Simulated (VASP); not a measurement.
# ZnNi (P4/mmm) in VASP: further runs

The runs below take ZnNi through single point, relaxation of cell and atoms, with LDA.

Everything below comes from runs of VASP 6.6.1. Logs are shortened: lines on timing, memory, paths and dates and some standing lists are left out, and cuts for length are marked.

**1. The cell of the first run**

It takes space group P4/mmm (No. 123, tetragonal). The conventional cell has a = 2.634 Å, b = 2.634 Å, c = 3.184 Å, α = 90.00°, β = 90.00°, γ = 90.00°. Zn (site symmetry 4/mmm) has 8 Ni at 2.45 Å and 6 Zn at 2.63 to 3.18 Å within 3.2 Å. Ni (site symmetry 4/mmm) has 8 Zn at 2.45 Å and 6 Ni at 2.63 to 3.18 Å within 3.2 Å.

**2. Single point, LDA**

Contents of INCAR:

```
SYSTEM = ZnNi
PREC = Accurate ; ENCUT = 520
EDIFF = 1E-7 ; ISMEAR = 0
SIGMA = 0.1 ; LREAL = .FALSE.
LASPH = .TRUE. ; NELM = 60
ALGO = Fast ; ISIF = 2
LWAVE = .FALSE. ; LCHARG = .FALSE.
NBANDS = 18
```

Contents of KPOINTS:

```
Automatic mesh
0
G
  16 16 14
  0 0 0
```

Contents of POSCAR:

```
ZnNi
1.0
    2.6338521845      0.0000000000      0.0000000000
    0.0000000000      2.6338521845      0.0000000000
    0.0000000000      0.0000000000      3.1841450343
Zn Ni
1 1
Direct
    0.5000000000      0.5000000000      0.5000000000
    0.0000000000      0.0000000000      0.0000000000
```

Potentials or basis: VASP PAW LDA potentials, release 64 (Zn, Ni).

Launch:

```console
$ cat potpaw_LDA.64/Zn/POTCAR potpaw_LDA.64/Ni/POTCAR > POTCAR
$ mpirun -np 1 vasp_std > vasp.out
```

OUTCAR:

```text
SYSTEM = ZnNi
   PREC = Accurate
   ENCUT = 520
   EDIFF = 1E-7
   ISMEAR = 0
   LREAL = .FALSE.
   LASPH = .TRUE.
   NELM = 60
   ISIF = 2

 ion  position               nearest neighbor table
   1  0.500  0.500  0.500-   2 2.45   2 2.45   2 2.45   2 2.45   2 2.45   2 2.45   2 2.45   2 2.45

   2  0.000  0.000  0.000-   1 2.45   1 2.45   1 2.45   1 2.45   1 2.45   1 2.45   1 2.45   1 2.45

  LATTYP: Found a simple tetragonal cell.
 ALAT       =     2.6338521845
 C/A-ratio  =     1.2089308022

  Lattice vectors:

 A1 = (   2.6338521845,   0.0000000000,   0.0000000000)
 A2 = (   0.0000000000,   2.6338521845,   0.0000000000)
 A3 = (   0.0000000000,   0.0000000000,   3.1841450343)

Analysis of symmetry for initial positions (statically):
=====================================================================
 Subroutine PRICEL returns:
 Original cell was already a primitive cell.

 Routine SETGRP: Setting up the symmetry group for a
 simple tetragonal supercell.

 Subroutine GETGRP returns: Found 16 space group operations
 (whereof 16 operations were pure point group operations)
 out of a pool of 16 trial point group operations.

The static configuration has the point symmetry D_4h.

Analysis of symmetry for dynamics (positions and initial velocities):
=====================================================================
 Subroutine PRICEL returns:
 Original cell was already a primitive cell.

 Routine SETGRP: Setting up the symmetry group for a
 simple tetragonal supercell.

 Subroutine GETGRP returns: Found 16 space group operations
 (whereof 16 operations were pure point group operations)
 out of a pool of 16 trial point group operations.

The dynamic configuration has the point symmetry D_4h.

 Subroutine INISYM returns: Found 16 space group operations
 (whereof 16 operations are pure point group operations),
 and found     1 'primitive' translations

----------------------------------------------------------------------------------------

                                     Primitive cell

  volume of cell :      22.0890

  direct lattice vectors                    reciprocal lattice vectors
     2.633852184  0.000000000  0.000000000     0.379672028  0.000000000  0.000000000
     0.000000000  2.633852184  0.000000000     0.000000000  0.379672028  0.000000000
     0.000000000  0.000000000  3.184145034     0.000000000  0.000000000  0.314056046

  length of vectors
     2.633852184  2.633852184  3.184145034     0.379672028  0.379672028  0.314056046

  position of ions in fractional coordinates (direct lattice)
     0.500000000  0.500000000  0.500000000
     0.000000000  0.000000000  0.000000000

  ion indices of the primitive-cell ions
   primitive index   ion index
                 1           1
                 2           2

----------------------------------------------------------------------------------------

 KPOINTS: Automatic mesh

Automatic generation of k-mesh.
 Grid dimensions read from file:
 generate k-points for:   16   16   14

 Generating k-lattice:

  Cartesian coordinates                     Fractional coordinates (reciprocal lattice)
     0.023729502  0.000000000  0.000000000     0.062500000  0.000000000  0.000000000
     0.000000000  0.023729502  0.000000000     0.000000000  0.062500000  0.000000000
     0.000000000  0.000000000  0.022432575     0.000000000  0.000000000  0.071428571

  Length of vectors
     0.023729502  0.023729502  0.022432575

  Shift w.r.t. Gamma in fractional coordinates (k-lattice)
     0.000000000  0.000000000  0.000000000

 Subroutine IBZKPT returns following result:
 ===========================================

 Found    360 irreducible k-points:

 Following reciprocal coordinates:
            Coordinates               Weight
  0.000000  0.000000  0.000000      1.000000
  0.062500  0.000000  0.000000      4.000000
  0.125000  0.000000  0.000000      4.000000
  0.187500  0.000000  0.000000      4.000000
  0.250000  0.000000  0.000000      4.000000
  0.312500  0.000000  0.000000      4.000000
[... 16 lines left out ...]
  0.437500  0.125000  0.000000      8.000000
  0.500000  0.125000  0.000000      4.000000
 [... further k-points ...]
   k-points           NKPTS =    360   k-points in BZ     NKDIM =    360   number of bands    NBANDS=     18
   number of dos      NEDOS =    301   number of ions     NIONS =      2
   total plane-waves  NPLWV =   9600
   dimension x,y,z NGX =    20 NGY =   20 NGZ =   24
   dimension x,y,z NGXF=    40 NGYF=   40 NGZF=   48
   ions per type =               1   1
   NGX,Y,Z   is equivalent  to a cutoff of  12.62, 12.62, 12.53 a.u.
   NGXF,Y,Z  is equivalent  to a cutoff of  25.25, 25.25, 25.06 a.u.
 SYSTEM =  ZnNi
   PREC   = accura    normal or accurate (medium, high low for compatibility)
   ISTART =      0    job   : 0-new  1-cont  2-samecut
   ICHARG =      2    charge: 1-file 2-atom 10-const
   ISPIN  =      1    spin polarized calculation?
   LNONCOLLINEAR =      F non collinear calculations
   LSORBIT =      F    spin-orbit coupling
   LASPH  =      T    aspherical Exc in radial PAW
   ENCUT  =  520.0 eV  38.22 Ry    6.18 a.u.   4.90  4.90  5.92*2*pi/ulx,y,z
   NELM   =     60;   NELMIN=  2; NELMDL= -5     # of ELM steps
   EDIFF  = 0.1E-06   stopping-criterion for ELM
   LREAL  =      F    real-space projection
   EDIFFG = 0.1E-05   stopping-criterion for IOM
   NSW    =      0    number of steps for IOM
   IBRION =     -1    ionic relax: 0-MD 1-quasi-New 2-CG
   NFREE  =      0    steps in history (QN), initial steepest desc. (CG)
   ISIF   =      2    stress and relaxation
   ISYM   =      2    0-nonsym 1-usesym 2-fastsym
   POTIM  = 0.5000    time-step for ionic-motion
   TEBEG  =    0.0;   TEEND  =   0.0 temperature during run
   PSTRESS=    0.0 pullay stress
   NELECT =      22.0000    total number of electrons
   NUPDOWN=      -1.0000    fix difference up-down
   EMIN   =  10.00;   EMAX   =-10.00  energy-range for DOS
   EFERMI =   0.00;   METHOD = LEGACY
   ISMEAR =     0;   SIGMA  =   0.10  broadening in eV -4-tet -1-fermi 0-gaus
   EFERMI_NEDOS =   21; number of points for ismear=-14 and -15
   IALGO  =     68    algorithm
   IMIX   =      4    mixing-type and parameters
     AMIX     =   0.40;   BMIX     =  1.00
     AMIX_MAG =   1.60;   BMIX_MAG =  1.00
  volume/ion in A,a.u.               =      11.04        74.53
  Fermi-wavevector in a.u.,A,eV,Ry     =   1.634897  3.089508 36.366871  2.672890
  Thomas-Fermi vector in A             =   2.726460
   LORBIT       =      0    0 simple, 1 ext, 2 COOP (PROOUT), +10 PAW based schemes
   GGA     = CA    functional components
   LHFCALC =     F    Hartree Fock is set to
   AEXX    =    0.0000 exact exchange contribution
   IVDW    =     0    specifies the selected vdW correction
   LEPSILON=     F    determine dielectric tensor
   LRPA    =     F    only Hartree local field effects (RPA)
 non-spin polarized calculation
 RMM-DIIS sequential band-by-band and
 Gauss-broadening in eV      SIGMA  =   0.10
  energy-cutoff  :      520.00
  volume of cell :       22.09
 maximum number of plane-waves:       616
 NGX is ok and might be reduce to    20
   NGX =  9   NGY =  9   NGZ = 11

 number of electron      22.0000005 magnetization

 Free energy of the ion-electron system (eV)
  ---------------------------------------------------
  ext. energy  EPLUGINS =         0.00000000
  ---------------------------------------------------
  free energy    TOTEN  =        -9.05958592 eV

  energy without entropy =       -9.05692760  energy(sigma->0) =       -9.05825676

 E-fermi :   6.7788     XC(G=0): -13.5944

 val. band max:        6.7690620063   @ k =   0.2500   0.0000   0.3571
 cond. band min:       6.7846202357   @ k =   0.4375   0.0000   0.3571
 fundamental gap:      0.0155582293
 Fermi energy:         6.7787907954

 k-point     1 :       0.0000    0.0000    0.0000
  band No.  band energies     occupation
      1      -3.9620      2.00000
      2      -1.3063      2.00000
      3      -1.2080      2.00000
      4      -0.2937      2.00000
      5      -0.2937      2.00000
      6      -0.0691      2.00000
[... 10 lines left out ...]
     17      24.9242      0.00000
     18      30.2401      0.00000

 k-point     2 :       0.0625    0.0000    0.0000
  band No.  band energies     occupation
      1      -3.8719      2.00000
      2      -1.2860      2.00000
      3      -1.1874      2.00000
      4      -0.3119      2.00000
      5      -0.2883      2.00000
      6      -0.0827      2.00000
[... 10 lines left out ...]
     17      25.5001      0.00000
     18      29.8911      0.00000

 k-point     3 :       0.1250    0.0000    0.0000
  band No.  band energies     occupation
      1      -3.6047      2.00000
      2      -1.2319      2.00000
      3      -1.1227      2.00000
      4      -0.3635      2.00000
      5      -0.2727      2.00000
      6      -0.1210      2.00000
[... 10 lines left out ...]
     17      27.2995      0.00000
     18      28.6500      0.00000

 k-point     4 :       0.1875    0.0000    0.0000
  band No.  band energies     occupation
      1      -3.1713      2.00000
      2      -1.1569      2.00000
      3      -1.0104      2.00000
      4      -0.4396      2.00000
      5      -0.2493      2.00000
      6      -0.1778      2.00000
[... 375 lines left out ...]
      4      -0.6425      2.00000
      5      -0.2880      2.00000
      6       0.2685      2.00000
[... 10 lines left out ...]
     17      22.5714      0.00000
     18      23.6704      0.00000

 k-point    23 :       0.4375    0.1250    0.0000
  band No.  band energies     occupation
      1      -1.0252      2.00000
      2      -0.7672      2.00000
      3      -0.7546      2.00000
      4      -0.6745      2.00000
      5      -0.2806      2.00000
      6       1.0640      2.00000
[... 10 lines left out ...]
     17      21.4262      0.00000
     18      22.1189      0.00000

 k-point    24 :       0.5000    0.1250    0.0000
  band No.  band energies     occupation
      1      -0.9561      2.00000
      2      -0.7720      2.00000
      3      -0.7416      2.00000
      4      -0.7011      2.00000
      5      -0.2780      2.00000
      6       1.6931      2.00000
[... 10 lines left out ...]
     17      20.8679      0.00000
     18      20.9764      0.00000

 [... further k-points ...]
[... 5 lines left out ...]
  --------------------------------------------------------------------------------------
  -------------------------------------------------------------------------------------
  Total        0.1625789      0.1625789      0.1470807      0.0000000      0.0000000      0.0000000
  in kB       11.7923194     11.7923194     10.6681896      0.0000000      0.0000000      0.0000000
  external PRESSURE =      11.4176095 kB  Pullay stress =       0.0000000 kB

 VOLUME and BASIS-vectors are now :
 -----------------------------------------------------------------------------
  energy-cutoff  :      520.00
  volume of cell :       22.09
      direct lattice vectors                 reciprocal lattice vectors
     2.633852184  0.000000000  0.000000000     0.379672028  0.000000000  0.000000000
     0.000000000  2.633852184  0.000000000     0.000000000  0.379672028  0.000000000
     0.000000000  0.000000000  3.184145034     0.000000000  0.000000000  0.314056046

 POSITION                                       TOTAL-FORCE (eV/Angst)
 -----------------------------------------------------------------------------------
      1.31693      1.31693      1.59207         0.000000      0.000000      0.000000
      0.00000      0.00000      0.00000         0.000000      0.000000      0.000000
 -----------------------------------------------------------------------------------
    total drift:                               -0.000000      0.000000      0.000000

  FREE ENERGIE OF THE ION-ELECTRON SYSTEM (eV)
  ---------------------------------------------------
  free  energy   TOTEN  =        -9.0595859176 eV

  energy  without entropy=       -9.0569276047  energy(sigma->0) =       -9.05825676
```

It took 70 s on 1 thread of AMD EPYC 9R45 (Zen 5), shared host; peak memory 0.22 GiB.

Results:

```
Free energy            : -9.0596 eV
Pressure               : 1.1 GPa
Band gap on the k mesh : zero (band 11 reaches 12.46 eV, above the bottom of band 12 at 5.86 eV)
```

Stress tensor (GPa, compression positive):
```
1.18 0.00 0.00
0.00 1.18 0.00
0.00 0.00 1.07
```

Spin polarisation is off, so any magnetic state and its effect on volume and gap are missing.

**3. Single point, LDA**

Contents of INCAR:

```
PREC     = Accurate       # precision mode
ENCUT    = 520            # plane-wave cutoff, eV
EDIFF    = 1E-7           # SCF threshold, eV
ISMEAR   = -1             # smearing method
SIGMA    = 0.15           # smearing width, eV
LREAL    = False          # projectors in reciprocal space
LASPH    = True           # aspherical terms in the spheres
NELM     = 100            # most SCF steps
ALGO     = Fast           # electronic algorithm
ISIF     = 2              # what is computed and relaxed
LWAVE    = False          # write WAVECAR
LCHARG   = True           # write CHGCAR
GGA      = CA             # functional
LELF     = True           # ELF
LVHAR    = True         
NBANDS   = 18             # bands
```

Contents of KPOINTS:

```
regular mesh
0
Gamma
  16 16 14
```

Contents of POSCAR:

```
ZnNi
1.0
    2.6322786237      0.0000000000      0.0000000000
    0.0000000000      2.6322786237      0.0000000000
    0.0000000000      0.0000000000      3.1925935139
Zn Ni
1 1
Direct
    0.5000000000      0.5000000000      0.5000000000
    0.0000000000      0.0000000000      0.0000000000
```

Potentials or basis: VASP PAW LDA potentials, release 64 (Zn, Ni).

Launch:

```console
$ cat potpaw_LDA.64/Zn/POTCAR potpaw_LDA.64/Ni/POTCAR > POTCAR
$ mpirun -np 1 vasp_std > vasp.out
```

Run time: 72 s. Hardware: 1 thread of AMD EPYC 9R45 (Zen 5), shared host; peak memory 0.22 GiB.

The run converged. Its results:

```yaml
Free_energy: -9.0812 eV
Pressure: 1.1 GPa
Band_gap_on_the_k_mesh: zero (band 11 reaches 12.45 eV, above the bottom of band 12 at 5.83 eV)
```

Stress tensor (GPa, compression positive):
```
1.11 0.00 0.00
0.00 1.11 0.00
0.00 0.00 1.02
```

Levels at points of the mesh, in eV from the Fermi level:
| k point | band 9 | band 10 | band 11 | band 12 | band 13 | band 14 |
| --- | --- | --- | --- | --- | --- | --- |
| (0.00, 0.00, 0.00) | -0.99 | -0.99 | -0.70 | 3.25 | 9.83 | 10.26 |
| (0.50, 0.00, 0.00) | -2.49 | -1.53 | -1.08 | 0.46 | 11.00 | 11.21 |
| (0.50, 0.50, 0.00) | -1.46 | -0.45 | -0.45 | -0.28 | 5.23 | 5.80 |
| (0.00, 0.00, 0.50) | -1.49 | -1.49 | -1.11 | -0.75 | 14.89 | 14.89 |
| (0.50, 0.00, 0.50) | -1.56 | -1.19 | -1.02 | -0.80 | 3.35 | 3.91 |
| (0.50, 0.50, 0.50) | -0.89 | -0.28 | 5.70 | 5.75 | 5.75 | 5.77 |

**4. Relaxation of cell and atoms, LDA**

Contents of INCAR:

```
ALGO = Fast
EDIFF = 1E-6
EDIFFG = -0.005
ENCUT = 600
GGA = CA
IBRION = 2
ISIF = 3
ISMEAR = 0
LASPH = True
LCHARG = False
LREAL = False
LWAVE = False
NELM = 60
NSW = 100
PREC = Accurate
SIGMA = 0.1
```

Contents of KPOINTS:

```
k-points
0
Gamma
  16 16 14
```

Contents of POSCAR:

```
ZnNi
1.0
    2.6338521845      0.0000000000      0.0000000000
    0.0000000000      2.6338521845      0.0000000000
    0.0000000000      0.0000000000      3.1841450343
Zn Ni
1 1
Direct
    0.5000000000      0.5000000000      0.5000000000
    0.0000000000      0.0000000000      0.0000000000
```

Launch:

```console
$ cat potpaw_LDA.64/Zn/POTCAR potpaw_LDA.64/Ni/POTCAR > POTCAR
$ mpirun -np 1 vasp_std > vasp.out
```

Wall time 5.9 min (1 thread of AMD EPYC 9R45 (Zen 5), shared host); peak memory 0.25 GiB.

The run converged. Its results:

| Item | Value |
| --- | --- |
| Free energy | -9.0597 eV |
| Relaxed volume | 11.10 Å³/atom |
| Relaxed cell | a = 2.639 Å, b = 2.639 Å, c = 3.186 Å, α = 90.00°, β = 90.00°, γ = 90.00° |
| Space group after relaxing (to 0.05 Å) | P4/mmm (No. 123) |
| Energy gained by relaxing | 0.2 meV/atom |
| Ionic steps | 9 |
| Pressure after relaxing | 0.0 GPa |
| Band gap on the k mesh | zero (band 11 reaches 12.37 eV, above the bottom of band 12 at 5.81 eV) |

Step by step:
```csv
step,energy change (eV),largest force (eV/Å),pressure (GPa),volume (Å³)
1,0.0000,0.0000,1.03,22.09
2,0.0001,0.0000,-1.25,22.32
3,-0.0003,0.0000,-0.31,22.20
4,-0.0003,0.0000,0.34,22.18
5,-0.0003,0.0000,-0.02,22.19
6,-0.0003,0.0000,0.11,22.19
7,-0.0003,0.0000,0.08,22.19
8,-0.0003,0.0000,-0.07,22.20
9,-0.0003,0.0000,-0.01,22.19
```

Final structure:
```
Zn Ni
1.0
     2.63908    0.00000    0.00000
     0.00000    2.63908    0.00000
     0.00000    0.00000    3.18636
Zn Ni
1 1
Direct
  0.50000 0.50000 0.50000
  0.00000 0.00000 0.00000
```

Levels at points of the mesh, in eV from the Fermi level:
| k point | band 7 | band 8 | band 9 | band 10 | band 11 | band 12 | band 13 | band 14 | band 15 |
| --- | --- | --- | --- | --- | --- | --- | --- | --- | --- |
| (0.00, 0.00, 0.00) | -2.60 | -2.36 | -0.99 | -0.99 | -0.71 | 3.32 | 9.88 | 10.16 | 10.16 |
| (0.50, 0.00, 0.00) | -4.06 | -2.52 | -2.49 | -1.53 | -1.08 | 0.44 | 11.01 | 11.24 | 12.25 |
| (0.50, 0.50, 0.00) | -1.55 | -1.46 | -1.46 | -0.49 | -0.49 | -0.30 | 5.17 | 5.73 | 13.01 |
| (0.00, 0.00, 0.50) | -5.99 | -2.77 | -1.50 | -1.50 | -1.09 | -0.76 | 14.82 | 14.82 | 16.17 |
| (0.50, 0.00, 0.50) | -2.38 | -2.16 | -1.56 | -1.19 | -1.03 | -0.80 | 3.34 | 3.88 | 18.05 |
| (0.50, 0.50, 0.50) | -3.40 | -3.40 | -0.88 | -0.29 | 5.64 | 5.72 | 5.72 | 5.76 | 5.76 |

Spin polarisation is off, so any magnetic state and its effect on volume and gap are missing.

(Continued in part 2 of 2.)
